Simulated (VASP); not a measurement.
# ScHO2 (R-3m) in VASP: further runs, part 2 of 2

VASP 6.6.1.

## Step 4: Single point, LDA

This run uses another cell than the first one, of the same volume but with other edges.

INCAR

```
PREC = Accurate
ENCUT = 520
EDIFF = 1E-7
ISMEAR = 0
SIGMA = 0.05
LREAL = False
LASPH = True
NELM = 100
ALGO = Normal
ISIF = 2
LWAVE = False
LCHARG = False
NBANDS = 20
```

KPOINTS

```
regular mesh
0
Gamma
  9 9 9
```

POSCAR

```
ScHO2
1.0
    1.4812164057      0.8551806906      5.3969578629
   -1.4812164057      0.8551806906      5.3969578629
    0.0000000000     -1.7103613812      5.3969578629
Sc H O
1 1 2
Direct
    0.0000000000      0.0000000000      0.0000000000
    0.5000000000      0.5000000000      0.5000000000
    0.5897010000      0.5897010000      0.5897010000
    0.4102990000      0.4102990000      0.4102990000
```

Potentials or basis: VASP PAW LDA potentials, release 64 (Sc_sv, H, O).

The run is started by

```bash
cat potpaw_LDA.64/Sc_sv/POTCAR potpaw_LDA.64/H/POTCAR potpaw_LDA.64/O/POTCAR > POTCAR
mpirun -np 1 vasp_std > vasp.out
```

OUTCAR:

```text
PREC = Accurate
   ENCUT = 520
   EDIFF = 1E-7
   ISMEAR = 0
   LREAL = False
   LASPH = True
   NELM = 100
   ISIF = 2

 ion  position               nearest neighbor table
   1  0.000  0.000  0.000-   3 2.12   3 2.12   4 2.12   4 2.12   3 2.12   4 2.12
   2  0.500  0.500  0.500-
   3  0.590  0.590  0.590-   1 2.12   1 2.12   1 2.12
   4  0.410  0.410  0.410-   1 2.12   1 2.12   1 2.12

  LATTYP: Found a trigonal (rhomboedric) cell.
 ALAT       =     5.6614918730
 COS(alpha) =     0.8630994331

  Lattice vectors:

 A1 = (   1.4812164057,   0.8551806906,   5.3969578629)
 A2 = (  -1.4812164057,   0.8551806906,   5.3969578629)
 A3 = (   0.0000000000,  -1.7103613812,   5.3969578629)

Analysis of symmetry for initial positions (statically):
=====================================================================
 Subroutine PRICEL returns:
 Original cell was already a primitive cell.

 Routine SETGRP: Setting up the symmetry group for a
 trigonal (rhombohedral) supercell.

 Subroutine GETGRP returns: Found 12 space group operations
 (whereof 12 operations were pure point group operations)
 out of a pool of 12 trial point group operations.

The static configuration has the point symmetry D_3d.

Analysis of symmetry for dynamics (positions and initial velocities):
=====================================================================
 Subroutine PRICEL returns:
 Original cell was already a primitive cell.

 Routine SETGRP: Setting up the symmetry group for a
 trigonal (rhombohedral) supercell.

 Subroutine GETGRP returns: Found 12 space group operations
 (whereof 12 operations were pure point group operations)
 out of a pool of 12 trial point group operations.

The dynamic configuration has the point symmetry D_3d.

 Subroutine INISYM returns: Found 12 space group operations
 (whereof 12 operations are pure point group operations),
[... 112 lines left out ...]
   NUPDOWN=      -1.0000    fix difference up-down
   EMIN   =  10.00;   EMAX   =-10.00  energy-range for DOS
   EFERMI =   0.00;   METHOD = LEGACY
   ISMEAR =     0;   SIGMA  =   0.05  broadening in eV -4-tet -1-fermi 0-gaus
   EFERMI_NEDOS =   21; number of points for ismear=-14 and -15
   IALGO  =     38    algorithm
   IMIX   =      4    mixing-type and parameters
     AMIX     =   0.40;   BMIX     =  1.00
     AMIX_MAG =   1.60;   BMIX_MAG =  1.00
  volume/ion in A,a.u.               =      10.25        69.20
  Fermi-wavevector in a.u.,A,eV,Ry     =   1.369261  2.587529 25.509246  1.874877
  Thomas-Fermi vector in A             =   2.495152
   LORBIT       =      0    0 simple, 1 ext, 2 COOP (PROOUT), +10 PAW based schemes
   GGA     = CA    functional components
   LHFCALC =     F    Hartree Fock is set to
   AEXX    =    0.0000 exact exchange contribution
   IVDW    =     0    specifies the selected vdW correction
   LEPSILON=     F    determine dielectric tensor
   LRPA    =     F    only Hartree local field effects (RPA)
 non-spin polarized calculation
 Gauss-broadening in eV      SIGMA  =   0.05
  energy-cutoff  :      520.00
  volume of cell :       41.02
 maximum number of plane-waves:      1142
 NGX is ok and might be reduce to    42

 number of electron      23.9999996 magnetization

 Free energy of the ion-electron system (eV)
  ---------------------------------------------------
  ext. energy  EPLUGINS =         0.00000000
  ---------------------------------------------------
  free energy    TOTEN  =       -30.68559484 eV

  energy without entropy =      -30.68559484  energy(sigma->0) =      -30.68559484

 E-fermi :   1.2953     XC(G=0): -10.7826

 val. band max:        1.0337723084   @ k =   0.4444   0.4444   0.4444
 cond. band min:       3.7548110051   @ k =   0.4444   0.4444   0.0000
 fundamental gap:      2.7210386967
 Fermi energy:         1.2952794410

 k-point     1 :       0.0000    0.0000    0.0000
  band No.  band energies     occupation
      1     -45.7433      2.00000
      2     -24.8449      2.00000
      3     -24.3802      2.00000
      4     -24.3802      2.00000
      5     -15.8021      2.00000
      6     -14.3577      2.00000
[... 541 lines left out ...]
     19      11.2085      0.00000
     20      12.5232      0.00000

 [... further k-points ...]
[... 5 lines left out ...]
  --------------------------------------------------------------------------------------
  -------------------------------------------------------------------------------------
  Total        3.5121398      3.5121398    -14.7301303      0.0000000     -0.0000000     -0.0000000
  in kB      137.1847063    137.1847064   -575.3610953      0.0000000     -0.0000000     -0.0000000
  external PRESSURE =    -100.3305609 kB  Pullay stress =       0.0000000 kB

 VOLUME and BASIS-vectors are now :
 -----------------------------------------------------------------------------
  energy-cutoff  :      520.00
  volume of cell :       41.02
      direct lattice vectors                 reciprocal lattice vectors
     1.481216406  0.855180691  5.396957863     0.337560398  0.194890587  0.061763190
    -1.481216406  0.855180691  5.396957863    -0.337560398  0.194890587  0.061763190
     0.000000000 -1.710361381  5.396957863     0.000000000 -0.389781174  0.061763190

 POSITION                                       TOTAL-FORCE (eV/Angst)
 -----------------------------------------------------------------------------------
      0.00000      0.00000      0.00000         0.000000      0.000000     -0.000000
      0.00000      0.00000      8.09544         0.000000     -0.000000     -0.000000
      0.00000      0.00000      9.54777         0.000000     -0.000000     -0.440177
      0.00000      0.00000      6.64310         0.000000     -0.000000      0.440177
 -----------------------------------------------------------------------------------
    total drift:                                0.000000      0.000000      0.000000

  FREE ENERGIE OF THE ION-ELECTRON SYSTEM (eV)
  ---------------------------------------------------
  free  energy   TOTEN  =       -30.6855948445 eV

  energy  without entropy=      -30.6855948445  energy(sigma->0) =      -30.68559484
```

OSZICAR:

```text
N       E                     dE             d eps       ncg     rms          rms(c)
DAV:   1     0.236781052932E+03    0.23678E+03   -0.11832E+04  3504   0.130E+03
DAV:   2    -0.118879015539E+02   -0.24867E+03   -0.23872E+03  3596   0.396E+02
DAV:   3    -0.352587434527E+02   -0.23371E+02   -0.22662E+02  5084   0.122E+02
DAV:   4    -0.358497272322E+02   -0.59098E+00   -0.58943E+00  4704   0.197E+01
DAV:   5    -0.358560314552E+02   -0.63042E-02   -0.63009E-02  4264   0.157E+00    0.169E+01
DAV:   6    -0.311004138805E+02    0.47556E+01   -0.21117E+01  5244   0.498E+01    0.785E+00
DAV:   7    -0.307890222875E+02    0.31139E+00   -0.16939E+00  5240   0.131E+01    0.493E+00
DAV:   8    -0.306981865918E+02    0.90836E-01   -0.38064E-01  5156   0.895E+00    0.111E+00
DAV:   9    -0.306864022943E+02    0.11784E-01   -0.36801E-02  4848   0.296E+00    0.262E-01
DAV:  10    -0.306855740513E+02    0.82824E-03   -0.46664E-03  4992   0.900E-01    0.971E-02
DAV:  11    -0.306855924337E+02   -0.18382E-04   -0.49135E-04  3904   0.170E-01    0.339E-02
DAV:  12    -0.306856010047E+02   -0.85710E-05   -0.12433E-04  5224   0.115E-01    0.189E-02
DAV:  13    -0.306855947903E+02    0.62143E-05   -0.20674E-05  5456   0.506E-02    0.426E-03
DAV:  14    -0.306855949103E+02   -0.11993E-06   -0.68237E-07  5248   0.822E-03    0.318E-03
DAV:  15    -0.306855948445E+02    0.65729E-07   -0.23034E-07  3228   0.525E-03
   1 F= -.30685595E+02 E0= -.30685595E+02  d E =-.205008E-15
```

It took 5.8 min on 1 thread of Intel Xeon 8259CL, shared host; peak memory 0.26 GiB.

What came out:

| Quantity | Value |
| --- | --- |
| Free energy | -30.6856 eV |
| Pressure | -10.0 GPa |
| Largest force | 0.440 eV/Å |
| Band gap on the k mesh | 2.72 eV (least direct gap 3.01 eV) |

Forces in eV/Å, atoms in the order of the input:
```
Sc   0.000  0.000  0.000
H    0.000  0.000  0.000
O    0.000  0.000 -0.440
O    0.000  0.000  0.440
```

Levels at points of the mesh, in eV from the valence-band top:
```
           k point  band 10  band 11  band 12  band 13  band 14  band 15
(0.00, 0.00, 0.00)    -1.15    -0.11    -0.11     2.89     4.65     4.65
```

Caveat: the stress differs along the axes, from -58 to 14 GPa. A k mesh can miss the band edges.

## Step 5: Summary

| cell | gap on the mesh (eV) | pressure (GPa) | largest force (eV/Å) |
| --- | --- | --- | --- |
| a = 5.028 Å, angles 36.9°, 4 atoms | 3.90 | -9.5 | 0.14 |
| a = 4.392 Å, angles 46.7°, 4 atoms | 2.20 | 1.5 | 6.10 |
| a = 5.661 Å, angles 30.3°, 4 atoms | 2.72 | -10.0 | 0.44 |

Alike in all rows: task single point; level LDA; potentials or basis VASP PAW LDA potentials, release 64 (Sc_sv, H, O); no spin polarisation; k mesh 9 × 9 × 9; cutoff (eV) 520; smearing gaussian 0.05 eV.

Caveats: the stress differs along the axes, from -19 to -5 GPa (at least some runs); the stress differs along the axes, from -26 to 56 GPa (at least some runs); forces of over 1 eV/Å act on the atoms, so gaps and moduli don't describe the material at rest (at least some runs); the stress differs along the axes, from -58 to 14 GPa (at least some runs).

Absolute energies hang on the potentials; compare differences alone.
